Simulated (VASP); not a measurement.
**Ru: relaxation of cell and atoms with LDA**

Ru:

```
Ru
1.0
     2.67197    0.00000    0.00000
    -1.33599    2.31400    0.00000
     0.00000    0.00000    4.22984
Ru
2
Direct
  0.33333 0.66667 0.25000
  0.66667 0.33333 0.75000
```

| Quantity | Value |
| --- | --- |
| Program | VASP 6.6.1 |
| Task | relaxation of cell and atoms |
| Functional | LDA |
| Potentials or basis | VASP PAW LDA potentials, release 64 (Ru_pv) |
| Cutoff | 600 eV |
| k mesh | 18 × 18 × 10 |
| Occupations | gaussian, width 0.1 eV |
| Spin | no spin polarisation |
| Dipole correction | no |
| Further INCAR settings | ALGO = Fast; EDIFF = 1e-06; IBRION = 2; EDIFFG = -0.005; NSW = 100; ISIF = 3 |

The relaxed volume is 13.12 Å³/atom and the relaxed cell is a = 2.676 Å, b = 2.676 Å, c = 4.230 Å, α = 90.00°, β = 90.00°, γ = 120.00°. The space group after relaxing (to 0.1 Å) is P6_3/mmc (No. 194). The energy gained by relaxing is 0.2 meV/atom, the ionic steps are 5 and the pressure after relaxing is 0.0 GPa. The band gap on the k mesh is zero (bands 14 and 15 overlap by 3.31 eV).

Step by step:
```tsv
step	energy change (eV)	largest force (eV/Å)	pressure (GPa)	volume (Å³)
1	0.0000	0.0000	1.02	26.15
2	0.0020	0.0000	-3.30	26.47
3	-0.0004	0.0000	-0.05	26.24
4	-0.0004	0.0000	0.00	26.24
5	-0.0004	0.0000	-0.04	26.24
```

Final structure:
```yaml
crystal:
  lattice:
    - [2.67632, 0.00000, 0.00000]
    - [-1.33816, 2.31777, 0.00000]
    - [0.00000, 0.00000, 4.23027]
  atoms:
    - { symbol: Ru, position: [0.33333, 0.66667, 0.25000] }
    - { symbol: Ru, position: [0.66667, 0.33333, 0.75000] }
```

Levels at points of the mesh, in eV from the Fermi level:
```tsv
k point	band 11	band 12	band 13	band 14	band 15	band 16	band 17	band 18
(0.00, 0.00, 0.00)	-2.55	-2.02	-2.02	-1.47	-1.47	1.26	1.26	1.35
(0.50, 0.00, 0.00)	-2.16	-1.85	-1.59	1.53	1.98	2.07	4.28	6.37
(0.00, 0.00, 0.50)	-2.92	-2.92	-2.82	-2.82	0.60	0.60	0.60	0.60
(0.50, 0.00, 0.50)	-1.12	-1.12	0.48	0.48	1.80	1.80	3.54	3.54
```

Wall time 4.1 min on 1 thread of AMD EPYC 9R45 96-Core Processor (Zen 5), with other jobs on the host, peak memory 0.19 GiB.
